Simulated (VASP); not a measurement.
AgO: single point with PBEsol

Crystal: AgO.

```xyz
2
Lattice="0.0000 2.5420 2.1607 2.5420 0.0000 2.1607 2.5420 2.5420 0.0000" Properties=species:S:1:pos:R:3 pbc="T T T"
Ag    0.0000    0.0000    0.0000
O     3.8131    3.8131    3.2411
```

This cell differs from its parent crystal: ratio of the length along z to the lengths across it x 0.85, volume and fractional coordinates fixed.

```
Program             : VASP 6.6.1
Task                : single point
Functional          : PBEsol
Potentials or basis : VASP PAW PBE potentials, release 64 (Ag, O)
Cutoff              : 520 eV
k mesh              : 18 × 18 × 18
Occupations         : gaussian, width 0.15 eV
Spin                : no spin polarisation
```

- Pressure: 8.6 GPa
- Band gap on the k mesh: zero (an odd number of electrons rules out a gap without spin polarisation)

Stress tensor (GPa, compression positive):
```
9.91 0.00 0.00
0.00 9.91 0.00
0.00 0.00 5.86
```

Levels at points of the mesh, in eV from the Fermi level:
```csv
k point,band 6,band 7,band 8,band 9,band 10,band 11,band 12,band 13
"(0.00, 0.00, 0.00)",-3.06,0.24,0.65,0.65,0.99,14.16,14.16,14.49
"(0.50, 0.00, 0.00)",-2.97,-2.72,-0.17,0.00,5.35,7.03,12.81,15.34
"(0.50, 0.50, 0.00)",-2.89,-1.51,-1.51,-1.36,6.17,9.59,11.57,12.55
"(0.50, 0.00, 0.50)",-3.06,-1.98,-1.83,-0.95,5.98,8.28,12.45,13.26
```

Wall time 6.5 min on 1 thread of Intel Xeon 8259CL, on a shared host, peak memory 0.33 GiB.

Caveat: the cell stands under pressure; the PAW data sets were made with another functional, which shifts forces and pressure a little; an odd number of electrons without spin polarisation forces a metal; a magnetic or distorted state may lie lower.
